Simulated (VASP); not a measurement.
# ScICl2 (P6/mmm) in VASP: further runs, part 2 of 2

VASP 6.6.1. Earlier steps stand in the parts before.

### 3 Single point, PBE

This run uses another cell than the first one, of 38.78 Å³/atom.

Input file INCAR:

```
ALGO = Normal
EDIFF = 1E-6
ENCUT = 520
GGA = PE
ISIF = 2
ISMEAR = 0
LASPH = True
LCHARG = True
LELF = True
LREAL = False
LVHAR = True
LWAVE = False
NBANDS = 24
NELM = 80
PREC = Accurate
SIGMA = 0.1
```

Input file KPOINTS:

```
k-points
0
Gamma
  6 6 2
```

Input file POSCAR:

```
ScICl2
1.0
    3.6722193978      0.0000000000      0.0000000000
   -1.8361096989      3.1802352868      0.0000000000
    0.0000000000      0.0000000000     13.2814682658
Sc I Cl
1 1 2
Direct
    0.0000000000      0.0000000000      0.5000000000
    0.0000000000      0.0000000000      0.0000000000
    0.0000000000      0.0000000000      0.3292724649
    0.0000000000      0.0000000000      0.6707275351
```

Potentials or basis: VASP PAW PBE potentials, release 64 (Sc_sv, I, Cl).

The run is started by

```console
> cat potpaw_PBE.64/Sc_sv/POTCAR potpaw_PBE.64/I/POTCAR potpaw_PBE.64/Cl/POTCAR > POTCAR
> mpirun -np 1 vasp_std > vasp.out
```

OUTCAR:

```text
EDIFF = 1E-6
   ENCUT = 520
   GGA = PE
   ISIF = 2
   ISMEAR = 0
   LASPH = True
   LREAL = False
   NELM = 80
   PREC = Accurate

 ion  position               nearest neighbor table
   1  0.000  0.000  0.500-   3 2.27   4 2.27
   2  0.000  0.000  0.000-
   3  0.000  0.000  0.329-   1 2.27
   4  0.000  0.000  0.671-   1 2.27

  LATTYP: Found a hexagonal cell.
 ALAT       =     3.6722193978
 C/A-ratio  =     3.6167414926

  Lattice vectors:

 A1 = (   3.6722193978,   0.0000000000,   0.0000000000)
 A2 = (  -1.8361096989,   3.1802352868,   0.0000000000)
 A3 = (   0.0000000000,   0.0000000000,  13.2814682658)

Analysis of symmetry for initial positions (statically):
=====================================================================
 Subroutine PRICEL returns:
 Original cell was already a primitive cell.

 Routine SETGRP: Setting up the symmetry group for a
 hexagonal supercell.

 Subroutine GETGRP returns: Found 24 space group operations
 (whereof 24 operations were pure point group operations)
 out of a pool of 24 trial point group operations.

The static configuration has the point symmetry D_6h.

Analysis of symmetry for dynamics (positions and initial velocities):
=====================================================================
 Subroutine PRICEL returns:
 Original cell was already a primitive cell.

 Routine SETGRP: Setting up the symmetry group for a
 hexagonal supercell.

 Subroutine GETGRP returns: Found 24 space group operations
 (whereof 24 operations were pure point group operations)
 out of a pool of 24 trial point group operations.

[... 105 lines left out ...]
   NUPDOWN=      -1.0000    fix difference up-down
   EMIN   =  10.00;   EMAX   =-10.00  energy-range for DOS
   EFERMI =   0.00;   METHOD = LEGACY
   ISMEAR =     0;   SIGMA  =   0.10  broadening in eV -4-tet -1-fermi 0-gaus
   EFERMI_NEDOS =   21; number of points for ismear=-14 and -15
   IALGO  =     38    algorithm
   IMIX   =      4    mixing-type and parameters
     AMIX     =   0.40;   BMIX     =  1.00
     AMIX_MAG =   1.60;   BMIX_MAG =  1.00
  volume/ion in A,a.u.               =      38.78       261.68
  Fermi-wavevector in a.u.,A,eV,Ry     =   0.967342  1.828012 12.731666  0.935751
  Thomas-Fermi vector in A             =   2.097220
   LORBIT       =      0    0 simple, 1 ext, 2 COOP (PROOUT), +10 PAW based schemes
   GGA     = PE    functional components
   LHFCALC =     F    Hartree Fock is set to
   AEXX    =    0.0000 exact exchange contribution
   IVDW    =     0    specifies the selected vdW correction
   LEPSILON=     F    determine dielectric tensor
   LRPA    =     F    only Hartree local field effects (RPA)
 non-spin polarized calculation
 Gauss-broadening in eV      SIGMA  =   0.10
  energy-cutoff  :      520.00
  volume of cell :      155.11
 maximum number of plane-waves:      4204
 NGX is ok and might be reduce to    28
   NGX = 13   NGY = 13   NGZ = 49

 number of electron      32.0000007 magnetization

 Free energy of the ion-electron system (eV)
  ---------------------------------------------------
  ext. energy  EPLUGINS =         0.00000000
  ---------------------------------------------------
  free energy    TOTEN  =       -14.28576176 eV

  energy without entropy =      -14.25486185  energy(sigma->0) =      -14.27031180

 E-fermi :  -0.1031     XC(G=0):  -7.2513

 val. band max:       -0.1207611061   @ k =   0.1667   0.1667   0.0000
 cond. band min:      -0.0748631162   @ k =   0.5000   0.0000   0.5000
 fundamental gap:      0.0458979899
 Fermi energy:        -0.1030536179

 k-point     1 :       0.0000    0.0000    0.0000
  band No.  band energies     occupation
      1     -49.8650      2.00000
      2     -28.5949      2.00000
      3     -28.5949      2.00000
      4     -28.2800      2.00000
      5     -14.4451      2.00000
      6     -14.1164      2.00000
[... 367 lines left out ...]
     23       5.2427      0.00000
     24       7.6466      0.00000

------------------------ aborting loop because EDIFF is reached ----------------------------------------

  FORCE on cell =-STRESS in cart. coord.  units (eV):
  Direction    XX          YY          ZZ          XY          YZ          ZX
  --------------------------------------------------------------------------------------
  -------------------------------------------------------------------------------------
  Total       -0.0284126     -0.0284126      0.2369267      0.0000000      0.0000000     -0.0000000
  in kB       -0.2934864     -0.2934864      2.4473196      0.0000000      0.0000000     -0.0000000
  external PRESSURE =       0.6201156 kB  Pullay stress =       0.0000000 kB

 VOLUME and BASIS-vectors are now :
 -----------------------------------------------------------------------------
  energy-cutoff  :      520.00
  volume of cell :      155.11
      direct lattice vectors                 reciprocal lattice vectors
     3.672219398  0.000000000  0.000000000     0.272314884  0.157221072  0.000000000
    -1.836109699  3.180235287  0.000000000     0.000000000  0.314442143  0.000000000
     0.000000000  0.000000000 13.281468266     0.000000000  0.000000000  0.075292880

 POSITION                                       TOTAL-FORCE (eV/Angst)
 -----------------------------------------------------------------------------------
      0.00000      0.00000      6.64073         0.000000      0.000000      0.000000
      0.00000      0.00000      0.00000         0.000000      0.000000      0.000000
      0.00000      0.00000      4.37322        -0.000000      0.000000     -0.023199
      0.00000      0.00000      8.90825        -0.000000     -0.000000      0.023199
 -----------------------------------------------------------------------------------
    total drift:                               -0.000000     -0.000000      0.000000

  FREE ENERGIE OF THE ION-ELECTRON SYSTEM (eV)
  ---------------------------------------------------
  free  energy   TOTEN  =       -14.2857617595 eV

  energy  without entropy=      -14.2548618472  energy(sigma->0) =      -14.27031180
```

OSZICAR:

```text
N       E                     dE             d eps       ncg     rms          rms(c)
DAV:   1     0.327165292535E+03    0.32717E+03   -0.13050E+04   672   0.112E+03
DAV:   2     0.226705706625E+02   -0.30449E+03   -0.29190E+03   768   0.315E+02
DAV:   3    -0.156819919366E+02   -0.38353E+02   -0.35992E+02  1016   0.109E+02
DAV:   4    -0.172524715666E+02   -0.15705E+01   -0.15655E+01   888   0.238E+01
DAV:   5    -0.173284147538E+02   -0.75943E-01   -0.75930E-01  1024   0.596E+00    0.985E+00
DAV:   6    -0.171893903947E+02    0.13902E+00   -0.46553E+00  1040   0.224E+01    0.111E+01
DAV:   7    -0.149293296521E+02    0.22601E+01   -0.74054E+00  1056   0.175E+01    0.533E+00
DAV:   8    -0.143931600597E+02    0.53617E+00   -0.38122E-01  1040   0.717E+00    0.230E+00
DAV:   9    -0.142963011013E+02    0.96859E-01   -0.14643E-01  1000   0.337E+00    0.878E-01
DAV:  10    -0.142908125917E+02    0.54885E-02   -0.33646E-02   992   0.198E+00    0.585E-01
DAV:  11    -0.142990486793E+02   -0.82361E-02   -0.11300E-02  1064   0.146E+00    0.709E-01
DAV:  12    -0.142865625768E+02    0.12486E-01   -0.43205E-03  1000   0.863E-01    0.208E-01
DAV:  13    -0.142858312553E+02    0.73132E-03   -0.41779E-04   824   0.130E-01    0.670E-02
DAV:  14    -0.142858104967E+02    0.20759E-04   -0.40477E-05   992   0.529E-02    0.543E-02
DAV:  15    -0.142857632770E+02    0.47220E-04   -0.17306E-05   832   0.277E-02    0.835E-03
DAV:  16    -0.142857617075E+02    0.15696E-05   -0.31817E-06   816   0.129E-02    0.352E-03
DAV:  17    -0.142857617595E+02   -0.52032E-07   -0.35313E-07   520   0.576E-03
   1 F= -.14285762E+02 E0= -.14270312E+02  d E =-.308999E-01
```

stdout:

```text
POSCAR found type information on POSCAR ScI Cl
 POSCAR found :  3 types and       4 ions
 scaLAPACK will be used
 LDA part: xc-table for (Slater+PW92), standard interpolation
 POSCAR, INCAR and KPOINTS ok, starting setup
 FFT: planning ... GRIDC
 FFT: planning ... GRID_SOFT
 FFT: planning ... GRID
 WAVECAR not read
 entering main loop
```

Wall time 68 s (1 thread of Intel Xeon Platinum 8175M at 2.50GHz (Skylake/Cascade Lake), shared host); peak memory 0.29 GiB.

What came out:

```yaml
Free_energy: -14.2858 eV
Pressure: 0.1 GPa
Largest_force: 0.023 eV/Å
Band_gap_on_the_k_mesh: zero (bands 16 and 17 overlap by 1.14 eV)
```

Forces on the atoms (eV/Å):
```
Sc   0.000  0.000  0.000
I    0.000  0.000  0.000
Cl   0.000  0.000 -0.023
Cl   0.000  0.000  0.023
```

Stress tensor (GPa, compression positive):
```
-0.03  0.00  0.00
 0.00 -0.03  0.00
 0.00  0.00  0.24
```

Caveat: spin-orbit coupling is left out, which moves the levels of the heavy elements; this functional lacks dispersion, which binds the layers, so the pressure and a relaxed spacing across them are unreliable.

### 4 Relaxation of cell and atoms, PBE

Input file INCAR:

```
  ALGO = Normal
  EDIFF = 1E-6
  EDIFFG = -0.04
  ENCUT = 600
  GGA = PE
  IBRION = 2
  ISIF = 3
  ISMEAR = 0
  LASPH = T
  LCHARG = F
  LREAL = F
  LWAVE = F
  NELM = 100
  NSW = 90
  PREC = Accurate
  SIGMA = 0.1
```

KPOINTS is that of step 3.

Input file POSCAR:

```
ScICl2
1.0
    4.2856379600      0.0000000000      0.0000000000
   -2.1428189800      3.7114713400      0.0000000000
    0.0000000000      0.0000000000      8.8341940700
Sc I Cl
1 1 2
Direct
    0.0000000000      0.0000000000      0.5000000000
    0.0000000000      0.0000000000      0.0000000000
    0.0000000000      0.0000000000      0.1977025900
    0.0000000000      0.0000000000      0.8022974100
```

Potentials or basis: VASP PAW PBE potentials, release 64 (Sc_sv, I, Cl).

The run is started by

```console
> cat potpaw_PBE.64/Sc_sv/POTCAR potpaw_PBE.64/I/POTCAR potpaw_PBE.64/Cl/POTCAR > POTCAR
> mpirun -np 1 vasp_std > vasp.out
```

OUTCAR:

```text
EDIFF = 1E-6
   EDIFFG = -0.04
   ENCUT = 600
   GGA = PE
   IBRION = 2
   ISIF = 3
   ISMEAR = 0
   LASPH = T
   LREAL = F
   NELM = 100
   NSW = 90
   PREC = Accurate

 ion  position               nearest neighbor table
   1  0.000  0.000  0.500-   3 2.67   4 2.67
   2  0.000  0.000  0.000-   3 1.75   4 1.75
   3  0.000  0.000  0.198-   2 1.75   1 2.67
   4  0.000  0.000  0.802-   2 1.75   1 2.67

  LATTYP: Found a hexagonal cell.
 ALAT       =     4.2856379600
 C/A-ratio  =     2.0613486609

  Lattice vectors:

 A1 = (   4.2856379600,   0.0000000000,   0.0000000000)
 A2 = (  -2.1428189800,   3.7114713400,   0.0000000000)
 A3 = (   0.0000000000,   0.0000000000,   8.8341940700)

Analysis of symmetry for initial positions (statically):
=====================================================================
 Subroutine PRICEL returns:
 Original cell was already a primitive cell.
[... 605 lines left out ...]

[... ionic steps 4 to 34 ...]

--------------------------------------- Ionic step       35  -------------------------------------------

 number of electron      32.0000001 magnetization

------------------------ aborting loop because EDIFF is reached ----------------------------------------
[... 71 lines left out ...]
--------------------------------------- Ionic step       37  -------------------------------------------

 number of electron      31.9999991 magnetization

 Free energy of the ion-electron system (eV)
  ---------------------------------------------------
  ext. energy  EPLUGINS =         0.00000000
  ---------------------------------------------------
  free energy    TOTEN  =       -14.26786024 eV

  energy without entropy =      -14.23692817  energy(sigma->0) =      -14.25239421

 E-fermi :  -0.0779     XC(G=0):  -7.2701

 val. band max:       -0.0952974066   @ k =   0.1667   0.1667   0.0000
 cond. band min:      -0.0506386292   @ k =   0.5000  -0.0000   0.5000
 fundamental gap:      0.0446587774
 Fermi energy:        -0.0779144229

 k-point     1 :       0.0000    0.0000    0.0000
  band No.  band energies     occupation
      1     -49.8430      2.00000
      2     -28.5758      2.00000
      3     -28.5758      2.00000
      4     -28.2615      2.00000
      5     -14.4227      2.00000
      6     -14.0940      2.00000
[... 342 lines left out ...]
  FREE ENERGIE OF THE ION-ELECTRON SYSTEM (eV)
  ---------------------------------------------------
  free  energy   TOTEN  =       -14.2678602430 eV

  energy  without entropy=      -14.2369281719  energy(sigma->0) =      -14.25239421

 reached required accuracy - stopping structural energy minimisation
```

OSZICAR:

```text
N       E                     dE             d eps       ncg     rms          rms(c)
DAV:   1     0.428122154929E+03    0.42812E+03   -0.14662E+04   560   0.154E+03
DAV:   2     0.596282180855E+02   -0.36849E+03   -0.36087E+03   688   0.415E+02
DAV:   3     0.900959171106E+01   -0.50619E+02   -0.47466E+02   856   0.146E+02
[... 650 lines left out ...]
       N       E                     dE             d eps       ncg     rms          rms(c)
DAV:   1    -0.143266204878E+02   -0.64907E-01   -0.11695E+01   624   0.303E+01    0.230E+00
DAV:   2    -0.144328267645E+02   -0.10621E+00   -0.88504E-01   856   0.919E+00    0.235E+00
DAV:   3    -0.143136628519E+02    0.11916E+00   -0.97330E-02   912   0.270E+00    0.108E+00
DAV:   4    -0.142717980239E+02    0.41865E-01   -0.32724E-02   784   0.165E+00    0.542E-01
DAV:   5    -0.142663911762E+02    0.54068E-02   -0.85987E-03   716   0.633E-01    0.287E-01
DAV:   6    -0.142658919048E+02    0.49927E-03   -0.27985E-03   600   0.349E-01    0.242E-01
DAV:   7    -
```

CONTCAR:

```text
ScICl2
   1.00000000000000
     3.6764955703100193   -0.0000000000000000   -0.0000000000000000
    -1.8382477851550096    3.1839385580527191    0.0000000000000000
    -0.0000000000000000    0.0000000000000000   13.2066789464961030
  Sc              I               Cl
     1     1     2
Direct
     0.0000000000000000    0.0000000000000000    0.5000000000000000
     0.0000000000000000    0.0000000000000000    0.0000000000000000
     0.0000000000000000    0.0000000000000000    0.3283032544328907
     1.0000000000000000    1.0000000000000000    0.6716967455671093

  0.00000000E+00  0.00000000E+00  0.00000000E+00
  0.00000000E+00  0.00000000E+00  0.00000000E+00
  0.00000000E+00  0.00000000E+00  0.00000000E+00
  0.00000000E+00  0.00000000E+00  0.00000000E+00
```

It took 39 min on 1 thread of Intel Xeon Platinum 8175M at 2.50GHz (Skylake/Cascade Lake), shared host; peak memory 0.36 GiB.

Results:

```yaml
Free_energy: -14.2679 eV
Relaxed_volume: 38.65 Å³/atom
Relaxed_cell: a = 3.676 Å, b = 3.676 Å, c = 13.207 Å, α = 90.00°, β = 90.00°, γ = 120.00°
Space_group_after_relaxing_to_0.1_Å: P6/mmm (No. 191)
Pressure_after_relaxing: 0.0 GPa
Largest_force_after_relaxing: 0.017 eV/Å
Band_gap_on_the_k_mesh: zero (bands 16 and 17 overlap by 1.14 eV)
```

Forces on the atoms (eV/Å):
```
Sc   0.000  0.000  0.000
I    0.000  0.000  0.000
Cl   0.000  0.000 -0.017
Cl   0.000  0.000  0.017
```

Stress tensor (GPa, compression positive):
```
-0.05  0.00  0.00
 0.00 -0.05  0.00
 0.00  0.00  0.13
```

Final structure:
```
Sc I Cl
1.0
     3.67650    0.00000    0.00000
    -1.83825    3.18394    0.00000
     0.00000    0.00000   13.20668
Sc I Cl
1 1 2
Direct
  0.00000 0.00000 0.50000
  0.00000 0.00000 0.00000
  0.00000 0.00000 0.32830
  0.00000 0.00000 0.67170
```

Caveat: a cell axis changed by over 15 % at a fixed basis, so the end point is rough; spin-orbit coupling is left out, which moves the levels of the heavy elements; this functional lacks dispersion, which binds the layers, so the pressure and a relaxed spacing across them are unreliable.

### 5 The runs side by side

```csv
task,cell,cutoff (eV),gap on the mesh (eV),pressure (GPa),largest force (eV/Å)
single point,"a = 4.286, b = 4.286, c = 8.834 Å, angles 90.0, 90.0, 120.0°, 4 atoms, atomic positions A",520,none,51.7,41.76
single point,"a = 3.672, b = 3.672, c = 13.281 Å, angles 90.0, 90.0, 120.0°, 4 atoms, atomic positions B",520,none,0.1,0.02
relaxation of cell and atoms,"relaxed from a = 4.286, b = 4.286, c = 8.834 Å, angles 90.0, 90.0, 120.0°, 4 atoms, atomic positions A",600,none,0.0,0.02
```

Alike in all rows: level PBE; potentials or basis VASP PAW PBE potentials, release 64 (Sc_sv, I, Cl); no spin polarisation; k mesh 6 × 6 × 2; smearing gaussian 0.1 eV.

Caveats: spin-orbit coupling is left out, which moves the levels of the heavy elements; this functional lacks dispersion, which binds the layers, so the pressure and a relaxed spacing across them are unreliable (at least some runs); the cell stands under pressure (at least some runs); forces of over 1 eV/Å act on the atoms, so gaps and moduli don't describe the material at rest (at least some runs); a cell axis changed by over 15 % at a fixed basis, so the end point is rough (at least some runs).

Total energies depend on the potentials used, so only differences within one code and one set of settings carry meaning.
